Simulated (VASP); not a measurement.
Set up this calculation in VASP 6.6.1, as the native input.

* Task: single point
* Functional: PBEsol
* Potentials or basis: VASP PAW PBE potentials, release 64 (Fe, O)
* Cutoff: 600 eV
* k mesh: 8 × 8 × 8
* Occupations: gaussian, width 0.05 eV
* Spin: non-collinear spin, typed start, spin-orbit coupling
* Starting moments: [[0.0, 0.0, 4.0], [0.0, 0.0, 0.0]] μB
* Hubbard terms: Fe d U = 6.0 eV
* Dipole correction: no
* Further INCAR settings: ALGO = Normal; EDIFF = 1e-06; NBANDS = 26

The structure of FeO lies in POSCAR:

```
FeO
1.0
    1.5176821100      0.8762341800      2.5157945800
   -1.5176821100      0.8762341800      2.5157945800
    0.0000000000     -1.7524683500      2.5157945800
Fe O
1 1
Direct
    0.0000000000      0.0000000000      0.0000000000
    0.5000000000      0.5000000000      0.5000000000
```

One way to write it, as run:

INCAR

```
SYSTEM = FeO
  PREC = Accurate
  ENCUT = 600
  EDIFF = 1E-6
  ISMEAR = 0
  SIGMA = 0.05
  LREAL = .FALSE.
  LASPH = .TRUE.
  NELM = 200
  ALGO = Normal
  ISIF = 2
  LWAVE = .FALSE.
  LCHARG = .FALSE.
  MAGMOM = 0 0 4 0 0 0
  LORBIT = 11
  LSORBIT = .TRUE.
  GGA_COMPAT = .FALSE.
  LORBMOM = .TRUE.
  LMAXMIX = 4
  LDAU = .TRUE.
  LDAUTYPE = 2
  LDAUL = 2 -1
  LDAUU = 6 0
  LDAUJ = 0 0
  LDAUPRINT = 1
  GGA = PS
  NBANDS = 26
```

KPOINTS

```
regular mesh
0
G
  8 8 8
  0 0 0
```

Potentials or basis: VASP PAW PBE potentials, release 64 (Fe, O).

Launch:

```sh
$ cat potpaw_PBE.64/Fe/POTCAR potpaw_PBE.64/O/POTCAR > POTCAR
$ mpirun -np 1 vasp_ncl > vasp.out
```

It gave:

```
Pressure                                              : -0.9 GPa
Net moment                                            : 4.00 μB per cell
Valence electrons inside the program's atomic spheres : Fe 6.83; O 5.00
```

Caveat: the PAW data sets were made with another functional, which shifts forces and pressure a little; a cell with one magnetic atom can't hold antiferromagnetic order, which such compounds often take.

Wall time 2.5 min on 1 thread of Oxide Virtual Turin-like Processor, on a shared host, peak memory 0.22 GiB.
